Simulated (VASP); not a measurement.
Set up this calculation in VASP 6.6.1, as the native input.

```yaml
Task: single point
Functional: PBE
Potentials_or_basis: VASP PAW PBE potentials, release 64 (Ir)
Cutoff: 520 eV
k_mesh: 18 × 18 × 18
Occupations: fermi-dirac, width 0.05 eV
Spin: no spin polarisation
Dipole_correction: no
Further_INCAR_settings: ALGO = Normal; EDIFF = 1e-06; NBANDS = 16
```

The structure of Ir lies in POSCAR:

```
Ir
1.0
   -2.0687231185      2.0687231185      1.1367996473
    2.0687231185     -2.0687231185      1.1367996473
    2.0687231185      2.0687231185     -1.1367996473
Ir
2
Direct
   -0.3750000000     -0.1250000000     -0.2500000000
    0.3750000000      0.1250000000      0.2500000000
```

These files were run (other wordings do the same):

INCAR

```
PREC = Accurate
ENCUT = 520
EDIFF = 1E-6
ISMEAR = -1
SIGMA = 0.05
LREAL = F
LASPH = T
NELM = 60
ALGO = Normal
ISIF = 2
LWAVE = F
LCHARG = F
GGA = PE
NBANDS = 16
```

KPOINTS

```
regular mesh
0
Gamma
  18 18 18
```

Potentials or basis: VASP PAW PBE potentials, release 64 (Ir).

Command:

```console
$ cat potpaw_PBE.64/Ir/POTCAR > POTCAR
$ mpirun -np 1 vasp_std > vasp.out
```

It gave:

| Item | Value |
| --- | --- |
| Pressure | 468.7 GPa |
| Band gap on the k mesh | zero (bands 9 and 10 overlap by 5.55 eV) |

Caveat: the stress differs along the axes, from 465 to 477 GPa; spin-orbit coupling is left out, which moves the levels of the heavy elements.

Run time: 2.6 min on 1 thread of Intel Xeon 8259CL, with other jobs on the host, peak memory 0.25 GiB.
